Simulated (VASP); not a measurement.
# ScAl3 in VASP: a series of runs

ScAl3 is run at these levels: PBEsol; tasks: single point.

Program: VASP 6.6.1. These are calculated values, not measurements. Logs are shortened: lines on timing, memory, paths and dates and some standing lists are left out, and cuts for length are marked.

## (1) The cell of the first run

The structure is cubic, space group Pm-3m (No. 221). The conventional cell has a = 4.060 Å, b = 4.060 Å, c = 4.060 Å, α = 90.00°, β = 90.00°, γ = 90.00°. Within 3.8 Å of Sc (site symmetry m-3m) lie 12 Al at 2.87 Å. Al (site symmetry 4/mmm) has 4 Sc at 2.87 Å and 8 Al at 2.87 Å within 3.8 Å.

## (2) Single point, PBEsol

File INCAR:

```
SYSTEM = ScAl3
PREC = Accurate
ENCUT = 520
EDIFF = 1E-7
ISMEAR = -1
SIGMA = 0.05
LREAL = .FALSE.
LASPH = .TRUE.
NELM = 100
ALGO = Normal
ISIF = 2
LWAVE = .FALSE.
LCHARG = .FALSE.
GGA = PS
NBANDS = 18
```

File KPOINTS:

```
regular mesh
0
G
  7 7 7
  0 0 0
```

File POSCAR:

```
ScAl3
1.0
    4.0603707999      0.0000000000      0.0000000000
    0.0000000000      4.0603707999      0.0000000000
    0.0000000000      0.0000000000      4.0603707999
Sc Al
1 3
Direct
    0.0000000000      0.0000000000      0.0000000000
    0.5000000000      0.5000000000      0.0000000000
    0.0000000000      0.5000000000      0.5000000000
    0.5000000000      0.0000000000      0.5000000000
```

Potentials or basis: VASP PAW PBE potentials, release 64 (Sc_sv, Al).

Launch:

```console
$ cat potpaw_PBE.64/Sc_sv/POTCAR potpaw_PBE.64/Al/POTCAR > POTCAR
$ mpirun -np 1 vasp_std > vasp.out
```

OUTCAR:

```text
SYSTEM = ScAl3
   PREC = Accurate
   ENCUT = 520
   EDIFF = 1E-7
   ISMEAR = -1
   LREAL = .FALSE.
   LASPH = .TRUE.
   NELM = 100
   ISIF = 2
   GGA = PS

 ion  position               nearest neighbor table
   1  0.000  0.000  0.000-   2 2.87   3 2.87   4 2.87   3 2.87   4 2.87   2 2.87   3 2.87   3 2.87
                             2 2.87   4 2.87   4 2.87   2 2.87
   2  0.500  0.500  0.000-   1 2.87   3 2.87   4 2.87   3 2.87   4 2.87   1 2.87   4 2.87   4 2.87
                             1 2.87   3 2.87   3 2.87   1 2.87
   3  0.000  0.500  0.500-   1 2.87   2 2.87   4 2.87   1 2.87   2 2.87   1 2.87   4 2.87   1 2.87
                             2 2.87   4 2.87   2 2.87   4 2.87
   4  0.500  0.000  0.500-   1 2.87   2 2.87   3 2.87   1 2.87   2 2.87   2 2.87   3 2.87   2 2.87
                             1 2.87   3 2.87   1 2.87   3 2.87

  LATTYP: Found a simple cubic cell.
 ALAT       =     4.0603707999

  Lattice vectors:

 A1 = (   4.0603707999,   0.0000000000,   0.0000000000)
 A2 = (   0.0000000000,   4.0603707999,   0.0000000000)
 A3 = (   0.0000000000,   0.0000000000,   4.0603707999)

Analysis of symmetry for initial positions (statically):
=====================================================================
 Subroutine PRICEL returns:
 Original cell was already a primitive cell.

 Routine SETGRP: Setting up the symmetry group for a
 simple cubic supercell.

 Subroutine GETGRP returns: Found 48 space group operations
 (whereof 48 operations were pure point group operations)
 out of a pool of 48 trial point group operations.

The static configuration has the point symmetry O_h .

Analysis of symmetry for dynamics (positions and initial velocities):
=====================================================================
 Subroutine PRICEL returns:
 Original cell was already a primitive cell.

 Routine SETGRP: Setting up the symmetry group for a
 simple cubic supercell.

 Subroutine GETGRP returns: Found 48 space group operations
 (whereof 48 operations were pure point group operations)
 out of a pool of 48 trial point group operations.

The dynamic configuration has the point symmetry O_h .

 Subroutine INISYM returns: Found 48 space group operations
 (whereof 48 operations are pure point group operations),
 and found     1 'primitive' translations

----------------------------------------------------------------------------------------

                                     Primitive cell

  volume of cell :      66.9418

  direct lattice vectors                    reciprocal lattice vectors
     4.060370800  0.000000000  0.000000000     0.246282926  0.000000000  0.000000000
     0.000000000  4.060370800  0.000000000     0.000000000  0.246282926  0.000000000
     0.000000000  0.000000000  4.060370800     0.000000000  0.000000000  0.246282926

  length of vectors
     4.060370800  4.060370800  4.060370800     0.246282926  0.246282926  0.246282926

  position of ions in fractional coordinates (direct lattice)
     0.000000000  0.000000000  0.000000000
     0.500000000  0.500000000  0.000000000
     0.000000000  0.500000000  0.500000000
     0.500000000  0.000000000  0.500000000

  ion indices of the primitive-cell ions
   primitive index   ion index
                 1           1
                 2           2
                 3           3
                 4           4

----------------------------------------------------------------------------------------

 KPOINTS: regular mesh

Automatic generation of k-mesh.
 Grid dimensions read from file:
 generate k-points for:    7    7    7

 Generating k-lattice:

  Cartesian coordinates                     Fractional coordinates (reciprocal lattice)
     0.035183275  0.000000000  0.000000000     0.142857143  0.000000000  0.000000000
     0.000000000  0.035183275  0.000000000     0.000000000  0.142857143  0.000000000
     0.000000000  0.000000000  0.035183275     0.000000000  0.000000000  0.142857143

  Length of vectors
     0.035183275  0.035183275  0.035183275

  Shift w.r.t. Gamma in fractional coordinates (k-lattice)
     0.000000000  0.000000000  0.000000000

 Subroutine IBZKPT returns following result:
 ===========================================

 Found     20 irreducible k-points:

 Following reciprocal coordinates:
            Coordinates               Weight
  0.000000  0.000000  0.000000      1.000000
  0.142857  0.000000  0.000000      6.000000
  0.285714  0.000000  0.000000      6.000000
  0.428571  0.000000  0.000000      6.000000
  0.142857  0.142857  0.000000     12.000000
  0.285714  0.142857  0.000000     24.000000
[... 12 lines left out ...]
  0.428571  0.428571  0.285714     24.000000
  0.428571  0.428571  0.428571      8.000000
   k-points           NKPTS =     20   k-points in BZ     NKDIM =     20   number of bands    NBANDS=     18
   number of dos      NEDOS =    301   number of ions     NIONS =      4
   total plane-waves  NPLWV =  27000
   dimension x,y,z NGX =    30 NGY =   30 NGZ =   30
   dimension x,y,z NGXF=    60 NGYF=   60 NGZF=   60
   ions per type =               1   3
   NGX,Y,Z   is equivalent  to a cutoff of  12.28, 12.28, 12.28 a.u.
   NGXF,Y,Z  is equivalent  to a cutoff of  24.57, 24.57, 24.57 a.u.
 SYSTEM =  ScAl3
   PREC   = accura    normal or accurate (medium, high low for compatibility)
   ISTART =      0    job   : 0-new  1-cont  2-samecut
   ICHARG =      2    charge: 1-file 2-atom 10-const
   ISPIN  =      1    spin polarized calculation?
   LNONCOLLINEAR =      F non collinear calculations
   LSORBIT =      F    spin-orbit coupling
   LASPH  =      T    aspherical Exc in radial PAW
   ENCUT  =  520.0 eV  38.22 Ry    6.18 a.u.   7.55  7.55  7.55*2*pi/ulx,y,z
   NELM   =    100;   NELMIN=  2; NELMDL= -5     # of ELM steps
   EDIFF  = 0.1E-06   stopping-criterion for ELM
   LREAL  =      F    real-space projection
   EDIFFG = 0.1E-05   stopping-criterion for IOM
   NSW    =      0    number of steps for IOM
   IBRION =     -1    ionic relax: 0-MD 1-quasi-New 2-CG
   NFREE  =      0    steps in history (QN), initial steepest desc. (CG)
   ISIF   =      2    stress and relaxation
   ISYM   =      2    0-nonsym 1-usesym 2-fastsym
   POTIM  = 0.5000    time-step for ionic-motion
   TEBEG  =    0.0;   TEEND  =   0.0 temperature during run
   PSTRESS=    0.0 pullay stress
   NELECT =      20.0000    total number of electrons
   NUPDOWN=      -1.0000    fix difference up-down
   EMIN   =  10.00;   EMAX   =-10.00  energy-range for DOS
   EFERMI =   0.00;   METHOD = LEGACY
   ISMEAR =    -1;   SIGMA  =   0.05  broadening in eV -4-tet -1-fermi 0-gaus
   EFERMI_NEDOS =   21; number of points for ismear=-14 and -15
   IALGO  =     38    algorithm
   IMIX   =      4    mixing-type and parameters
     AMIX     =   0.40;   BMIX     =  1.00
     AMIX_MAG =   1.60;   BMIX_MAG =  1.00
  volume/ion in A,a.u.               =      16.74       112.94
  Fermi-wavevector in a.u.,A,eV,Ry     =   1.094424  2.068162 16.296582  1.197765
  Thomas-Fermi vector in A             =   2.230729
   LORBIT       =      0    0 simple, 1 ext, 2 COOP (PROOUT), +10 PAW based schemes
   GGA     = PS    functional components
   LHFCALC =     F    Hartree Fock is set to
   AEXX    =    0.0000 exact exchange contribution
   IVDW    =     0    specifies the selected vdW correction
   LEPSILON=     F    determine dielectric tensor
   LRPA    =     F    only Hartree local field effects (RPA)
 non-spin polarized calculation
  energy-cutoff  :      520.00
  volume of cell :       66.94
 maximum number of plane-waves:      1818
 NGX is ok and might be reduce to    30
   NGX = 15   NGY = 15   NGZ = 15

 number of electron      19.9999999 magnetization

 Free energy of the ion-electron system (eV)
  ---------------------------------------------------
  ext. energy  EPLUGINS =         0.00000000
  ---------------------------------------------------
  free energy    TOTEN  =       -20.76930565 eV

  energy without entropy =      -20.75641645  energy(sigma->0) =      -20.76286105

 E-fermi :   7.2825     XC(G=0): -10.5783

 val. band max:        7.2160276906   @ k =   0.4286   0.4286   0.1429
 cond. band min:       7.2863138656   @ k =   0.2857   0.0000   0.0000
 fundamental gap:      0.0702861750
 Fermi energy:         7.2824642882

 k-point     1 :       0.0000    0.0000    0.0000
  band No.  band energies     occupation
      1     -41.3071      2.00000
      2     -20.1133      2.00000
      3     -20.1133      2.00000
      4     -20.1133      2.00000
      5      -2.7407      2.00000
      6       4.7298      2.00000
[... 10 lines left out ...]
     17      12.7895      0.00000
     18      12.7895      0.00000

 k-point     2 :       0.1429    0.0000    0.0000
  band No.  band energies     occupation
      1     -41.3069      2.00000
      2     -20.1202      2.00000
      3     -20.1128      2.00000
      4     -20.1128      2.00000
      5      -2.5495      2.00000
      6       3.4754      2.00000
[... 10 lines left out ...]
     17      12.8749      0.00000
     18      12.8749      0.00000

 k-point     3 :       0.2857    0.0000    0.0000
  band No.  band energies     occupation
      1     -41.3062      2.00000
      2     -20.1357      2.00000
      3     -20.1116      2.00000
      4     -20.1116      2.00000
      5      -1.9893      2.00000
      6       1.8135      2.00000
[... 10 lines left out ...]
     17      12.2518      0.00000
     18      13.4505      0.00000

 k-point     4 :       0.4286    0.0000    0.0000
  band No.  band energies     occupation
      1     -41.3057      2.00000
      2     -20.1481      2.00000
      3     -20.1106      2.00000
      4     -20.1106      2.00000
      5      -1.1338      2.00000
      6       0.3683      2.00000
[... 291 lines left out ...]
      4     -20.1286      2.00000
      5       0.1386      2.00000
      6       1.6778      2.00000
[... 10 lines left out ...]
     17      12.4705      0.00000
     18      13.6811      0.00000

 k-point    19 :       0.4286    0.4286    0.2857
  band No.  band energies     occupation
      1     -41.3035      2.00000
      2     -20.1404      2.00000
      3     -20.1402      2.00000
      4     -20.1277      2.00000
      5       0.8355      2.00000
      6       2.2147      2.00000
[... 10 lines left out ...]
     17      11.7081      0.00000
     18      14.7443      0.00000

 k-point    20 :       0.4286    0.4286    0.4286
  band No.  band energies     occupation
      1     -41.3031      2.00000
      2     -20.1389      2.00000
      3     -20.1386      2.00000
      4     -20.1386      2.00000
      5       1.5655      2.00000
      6       2.5753      2.00000
[... 10 lines left out ...]
     17      11.5702      0.00000
     18      16.8775      0.00000

------------------------ aborting loop because EDIFF is reached ----------------------------------------

  FORCE on cell =-STRESS in cart. coord.  units (eV):
  Direction    XX          YY          ZZ          XY          YZ          ZX
  --------------------------------------------------------------------------------------
  -------------------------------------------------------------------------------------
  Total        0.3565945      0.3565945      0.3565945      0.0000000      0.0000000     -0.0000000
  in kB        8.5346982      8.5346982      8.5346982      0.0000000      0.0000000     -0.0000000
  external PRESSURE =       8.5346982 kB  Pullay stress =       0.0000000 kB

 VOLUME and BASIS-vectors are now :
 -----------------------------------------------------------------------------
  energy-cutoff  :      520.00
  volume of cell :       66.94
      direct lattice vectors                 reciprocal lattice vectors
     4.060370800  0.000000000  0.000000000     0.246282926  0.000000000  0.000000000
     0.000000000  4.060370800  0.000000000     0.000000000  0.246282926  0.000000000
     0.000000000  0.000000000  4.060370800     0.000000000  0.000000000  0.246282926

 POSITION                                       TOTAL-FORCE (eV/Angst)
 -----------------------------------------------------------------------------------
      0.00000      0.00000      0.00000         0.000000      0.000000      0.000000
      2.03019      2.03019      0.00000         0.000000      0.000000      0.000000
      0.00000      2.03019      2.03019         0.000000      0.000000      0.000000
      2.03019      0.00000      2.03019         0.000000      0.000000      0.000000
 -----------------------------------------------------------------------------------
    total drift:                                0.000000     -0.000000      0.000000

  FREE ENERGIE OF THE ION-ELECTRON SYSTEM (eV)
  ---------------------------------------------------
  free  energy   TOTEN  =       -20.7693056500 eV

  energy  without entropy=      -20.7564164548  energy(sigma->0) =      -20.76286105
```

Run time: 38 s. Hardware: 1 thread of Intel Xeon 8259CL, shared host; peak memory 0.17 GiB.

What came out:

```
Free energy            : -20.7693 eV
Pressure               : 0.9 GPa
Band gap on the k mesh : zero (band 10 reaches 8.38 eV, above the bottom of band 11 at 4.69 eV)
```

Caveat: the PAW data sets were made with another functional, which shifts forces and pressure a little.

## (3) Single point, PBEsol

This run uses another cell than the first one, of 17.08 Å³/atom, 1.020 times its volume.

File INCAR:

```
SYSTEM = ScAl3
ALGO = Fast
EDIFF = 1E-6
ENCUT = 520
GGA = PS
ISIF = 2
ISMEAR = -1
LASPH = .TRUE.
LCHARG = .FALSE.
LREAL = .FALSE.
LWAVE = .FALSE.
NBANDS = 18
NELM = 60
PREC = Accurate
SIGMA = 0.05
```

File KPOINTS:

```
k-points
0
G
  6 6 6
  0 0 0
```

File POSCAR:

```
ScAl3
1.0
    4.0878065700      0.0000000000      0.0000000000
    0.0000000000      4.0878065700      0.0000000000
    0.0000000000      0.0000000000      4.0878065700
Sc Al
1 3
Direct
    0.0000000000      0.0000000000      0.0000000000
    0.5000000000      0.5000000000      0.0000000000
    0.0000000000      0.5000000000      0.5000000000
    0.5000000000      0.0000000000      0.5000000000
```

Potentials or basis: VASP PAW PBE potentials, release 64 (Sc_sv, Al).

Launch:

```console
$ cat potpaw_PBE.64/Sc_sv/POTCAR potpaw_PBE.64/Al/POTCAR > POTCAR
$ mpirun -np 1 vasp_std > vasp.out
```

It took 23 s on 1 thread of Intel Xeon 6975P-C (Granite Rapids), shared host; peak memory 0.16 GiB.

Results (log left out):

| Property | Result |
| --- | --- |
| Free energy | -20.7565 eV |
| Pressure | -1.2 GPa |
| Band gap on the k mesh | zero (band 10 reaches 8.08 eV, above the bottom of band 11 at 4.25 eV) |

Levels at points of the mesh, in eV from the Fermi level:
```tsv
k point	band 8	band 9	band 10	band 11	band 12	band 13
(0.00, 0.00, 0.00)	-1.92	-1.92	-1.92	1.11	1.18	1.18
(0.50, 0.00, 0.00)	-1.83	-1.61	0.76	0.89	0.89	1.23
(0.50, 0.50, 0.00)	-4.49	-0.66	-0.66	1.10	1.25	1.94
(0.50, 0.50, 0.50)	-4.58	-3.07	-3.07	-3.07	0.79	2.49
```

Caveat: the PAW data sets were made with another functional, which shifts forces and pressure a little.

## (4) Single point, PBEsol

This run uses another cell than the first one, of 17.08 Å³/atom, 1.020 times its volume.

File INCAR:

```
SYSTEM = ScAl3
PREC     = Accurate       ! precision mode
ENCUT    = 520            ! plane-wave cutoff, eV
EDIFF    = 1E-6           ! SCF threshold, eV
ISMEAR   = -1             ! smearing method
SIGMA    = 0.05           ! smearing width, eV
LREAL    = .FALSE.        ! projectors in reciprocal space
LASPH    = .TRUE.         ! aspherical terms in the spheres
NELM     = 60             ! most SCF steps
ALGO     = Normal         ! electronic algorithm
ISIF     = 2              ! what is computed and relaxed
LWAVE    = .FALSE.        ! write WAVECAR
LCHARG   = .FALSE.        ! write CHGCAR
GGA      = PS             ! functional
NBANDS   = 18             ! bands
```

File KPOINTS:

```
regular mesh
0
G
  6 6 6
  0 0 0
```

Edit POSCAR of step 3 so:

```diff
@@ -2,4 +2,4 @@
 1.0
-    4.0878065700      0.0000000000      0.0000000000
-    0.0000000000      4.0878065700      0.0000000000
+    4.0878065700     -0.0408780657      0.0000000000
+   -0.0408780657      4.0878065700      0.0000000000
     0.0000000000      0.0000000000      4.0878065700
```

Launch:

```console
$ cat potpaw_PBE.64/Sc_sv/POTCAR potpaw_PBE.64/Al/POTCAR > POTCAR
$ mpirun -np 1 vasp_std > vasp.out
```

Run time: 38 s. Hardware: 1 thread of Intel Xeon 6975P-C (Granite Rapids), shared host; peak memory 0.2 GiB.

The run converged. Its results:

```yaml
Free_energy: -20.7521 eV
Pressure: -1.0 GPa
Band_gap_on_the_k_mesh: zero (band 10 reaches 8.09 eV, above the bottom of band 11 at 4.34 eV)
```

Stress tensor (GPa, compression positive):
```
-0.97  1.12  0.00
 1.12 -0.97  0.00
 0.00  0.00 -0.93
```

Levels at points of the mesh, in eV from the Fermi level:
```tsv
k point	band 7	band 8	band 9	band 10	band 11	band 12	band 13	band 14
(0.00, 0.00, 0.00)	-2.74	-1.97	-1.92	-1.86	1.08	1.17	1.19	1.20
(0.50, 0.00, 0.00)	-1.84	-1.83	-1.60	0.66	0.89	0.98	1.25	1.51
(0.50, 0.50, 0.00)	-5.62	-4.48	-0.71	-0.61	1.10	1.25	1.95	2.37
(0.00, 0.00, 0.50)	-1.87	-1.79	-1.61	0.77	0.88	0.91	1.23	1.50
(0.50, 0.00, 0.50)	-5.73	-4.49	-0.67	-0.66	1.09	1.26	1.94	2.37
(0.50, 0.50, 0.50)	-4.80	-4.58	-3.15	-3.06	-2.98	0.80	2.48	2.48
```

Caveat: the PAW data sets were made with another functional, which shifts forces and pressure a little.

[end of part 1 of 2]
